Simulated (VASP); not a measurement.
**BN: relaxation of the atoms with PBE**

Crystal: BN.

```
B N
1.0
     2.54000    0.00000    0.00000
    -1.27000    2.19970    0.00000
     0.00000    0.00000    6.53202
B N
2 2
Direct
  0.33333 0.66667 0.25000
  0.66667 0.33333 0.75000
  0.33333 0.66667 0.75000
  0.66667 0.33333 0.25000
```

This cell differs from its parent crystal: z stretched by -1 %.

```
Program                : VASP 6.6.1
Task                   : relaxation of the atoms
Functional             : PBE
Potentials or basis    : VASP PAW PBE potentials, release 64 (B, N)
Cutoff                 : 520 eV
k mesh                 : 13 × 13 × 5
Occupations            : fermi-dirac, width 0.02 eV
Spin                   : no spin polarisation
Dipole correction      : no
Further INCAR settings : ALGO = Normal; EDIFF = 1e-07; IBRION = 2; EDIFFG = -0.02; NSW = 80
```

```yaml
Pressure_after_relaxing: -6.3 GPa
Band_gap_on_the_k_mesh: 4.19 eV (least direct gap 4.53 eV)
```

Stress tensor (GPa, compression positive):
```
-11.08   0.00   0.00
  0.00 -11.08   0.00
  0.00   0.00   3.27
```

Final structure:
```
CELL_PARAMETERS angstrom
2.54000 0.00000 0.00000
-1.27000 2.19970 0.00000
0.00000 0.00000 6.53202
ATOMIC_POSITIONS crystal
B 0.33333 0.66667 0.25000
B 0.66667 0.33333 0.75000
N 0.33333 0.66667 0.75000
N 0.66667 0.33333 0.25000
```

Levels at points of the mesh, in eV from the valence-band top:
```csv
k point,band 4,band 5,band 6,band 7,band 8,band 9,band 10,band 11,band 12
"(0.00, 0.00, 0.00)",-3.80,-1.43,-1.43,-1.38,-1.38,5.30,10.28,11.14,11.14
```

Run time: 49 s on 1 thread of Intel Xeon 8259CL (shared host), peak memory 0.16 GiB.

Caveat: the cell differs from its parent crystal (z stretched by -1 %); the relaxation stopped at its first step, so nothing moved; an odd mesh through Γ misses points on the zone boundary, where band edges can lie; this functional lacks dispersion, which binds the layers, so the pressure and a relaxed spacing across them are unreliable.
